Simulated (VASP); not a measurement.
**NiO: single point with PBE**

NiO:

```
CELL_PARAMETERS angstrom
0.00000 2.10819 2.10819
2.10819 0.00000 2.10819
2.10819 2.10819 0.00000
ATOMIC_POSITIONS crystal
Ni 0.00000 0.00000 0.00000
O 0.50000 0.50000 0.50000
```

| Property | Result |
| --- | --- |
| Program | VASP 6.6.1 |
| Task | single point |
| Functional | PBE |
| Potentials or basis | VASP PAW PBE potentials, release 64 (Ni, O) |
| Cutoff | 520 eV |
| k mesh | 22 × 22 × 22 |
| Occupations | gaussian, width 0.1 eV |
| Spin | collinear spin, ferromagnetic start |
| Starting moments | [1.64, 0.34] μB |
| Dipole correction | no |
| Further INCAR settings | ALGO = Normal; EDIFF = 1e-06; NBANDS = 19 |

| Property | Result |
| --- | --- |
| Pressure | -0.5 GPa |
| Net moment | 1.77 μB per cell |
| Site moments | Ni +1.46; O +0.27 μB |
| Valence electrons inside the program's atomic spheres | Ni 8.93; O 4.97 |

Levels at points of the mesh, in eV from the Fermi level:
Spin up:
| k point | band 6 | band 7 | band 8 | band 9 | band 10 | band 11 | band 12 | band 13 |
| --- | --- | --- | --- | --- | --- | --- | --- | --- |
| (0.00, 0.00, 0.00) | -2.87 | -2.59 | -2.59 | -2.59 | 1.39 | 17.77 | 18.72 | 18.72 |
| (0.50, 0.00, 0.00) | -1.94 | -1.42 | 0.23 | 0.23 | 5.55 | 9.70 | 13.83 | 13.83 |
| (0.50, 0.50, 0.00) | -2.78 | -2.28 | -1.65 | -1.65 | 5.96 | 10.40 | 12.11 | 16.28 |
Spin down:
```
           k point  band 5  band 6  band 7  band 8  band 9  band 10
(0.00, 0.00, 0.00)   -1.77   -1.77   -1.77   -0.54   -0.54     1.74
(0.50, 0.00, 0.00)   -0.92   -0.92   -0.56    2.17    2.17     5.72
(0.50, 0.50, 0.00)   -2.69   -0.74   -0.74   -0.13    0.35     6.41
```

Run time: 7.3 min on 1 thread of AMD EPYC 7R13, on a shared host, peak memory 0.26 GiB.

Caveat: a cell with one magnetic atom can't hold antiferromagnetic order, which such compounds often take; semilocal functionals often make such compounds metallic where correlation or magnetic order opens a gap, which also shifts bond lengths. With open d or f shells a metallic result of PBE can be an artefact of self-interaction; +U or a hybrid may open a gap.
